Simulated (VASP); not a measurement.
Set up this calculation in VASP 6.6.1, as the native input.

```
Task                                : relaxation of the atoms
Functional                          : LDA
Potentials or basis                 : VASP PAW LDA potentials, release 64 (Ge_d, Si)
Cutoff                              : 450 eV
k mesh                              : 9 × 9 × 1
Occupations                         : gaussian, width 0.1 eV
Spin                                : no spin polarisation
Dipole correction                   : yes
Atoms held fixed (from 0)           : [0, 1, 2, 3]
Further INCAR settings              : ALGO = Normal; EDIFF = 1e-07; NELMDL = -8; IBRION = 2; EDIFFG = -0.025; NSW = 36
Atoms held along some axes (from 0) : atom 4 along a and b
```

The structure of SiGe4 lies in POSCAR:

```
SiGe4
1.0
    3.9749475856      0.0000000000      0.0000000000
   -1.9874737928      3.4424055879      0.0000000000
    0.0000000000      0.0000000000     19.6181517136
Ge Si
4 1
Selective dynamics
Direct
    0.3333333333      0.6666666667      0.2038928059  F F F
    0.0000000000      0.0000000000      0.2452515838  F F F
    0.0000000000      0.0000000000      0.3764881450  F F F
    0.6666666667      0.3333333333      0.4138081830  F F F
    1.3333333333      0.6666666667      0.4315437328  F F T
```

One way to write it, as run:

INCAR

```
PREC = Accurate
ENCUT = 450
EDIFF = 1E-7
ISMEAR = 0
SIGMA = 0.1
LREAL = False
LASPH = True
NELM = 120
ALGO = Normal
ISIF = 2
LWAVE = False
LCHARG = False
LDIPOL = True
IDIPOL = 3
DIPOL = 0.5 0.5 0.334
GGA = CA
IBRION = 2
NSW = 36
EDIFFG = -0.025
GGA_COMPAT = False
NELMIN = 4
NELMDL = -8
```

KPOINTS

```
regular mesh
0
Gamma
  9 9 1
```

Potentials or basis: VASP PAW LDA potentials, release 64 (Ge_d, Si).

Launch:

```console
$ cat potpaw_LDA.64/Ge_d/POTCAR potpaw_LDA.64/Si/POTCAR > POTCAR
$ mpirun -np 1 vasp_std > vasp.out
```

It gave:

```json
{
  "Energy gained by relaxing": "173.3 meV/atom",
  "Ionic steps": "7",
  "Band gap on the k mesh": "0.05 eV (least direct gap 0.14 eV)"
}
```

Caveat: the smearing spreads over this small gap.

It took 23 min on 1 thread of AMD EPYC 7R43 64-Core Processor (Zen 3), on a shared host, peak memory 0.26 GiB.
